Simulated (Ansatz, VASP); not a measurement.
## Two plane-wave programs on Os

```xyz
1
Lattice="2.5976 0.0000 0.0000 0.0000 2.5976 0.0000 0.0000 0.0000 2.5976" Properties=species:S:1:pos:R:3 pbc="T T T"
Os    0.0000    0.0000    0.0000
```

Alike in both runs: functional BLYP; k mesh 13 × 13 × 13; occupations fermi-dirac, width 0.1 eV; no spin polarisation.

Ansatz relaxed the structure, and its values are those at the end. VASP's run is a single point on that final structure, the one shown.

|  | VASP | Ansatz |
| --- | --- | --- |
| version | VASP 6.6.1 | Ansatz 0.2.0 |
| potentials or method | VASP PAW PBE potentials, release 64 (Os), cutoff 520 eV | plane waves (420 eV) with PAW, scalar-relativistic |
| valence electrons in the cell | 8 | 16 |

Ansatz gave:

| Item | Value |
| --- | --- |
| pressure (GPa) | 0.0 |

Problem. What did VASP give for the same quantities?

Solution. Pressure (GPa): 1.6.

VASP's potentials were made for PBE, not for BLYP. With one functional, cell and mesh, what is left measures potentials, basis and numerics. VASP's potentials hold 8 valence electrons a cell and Ansatz's 16, so a difference there can come from the potentials and not from the codes.

Spin-orbit coupling is off throughout.
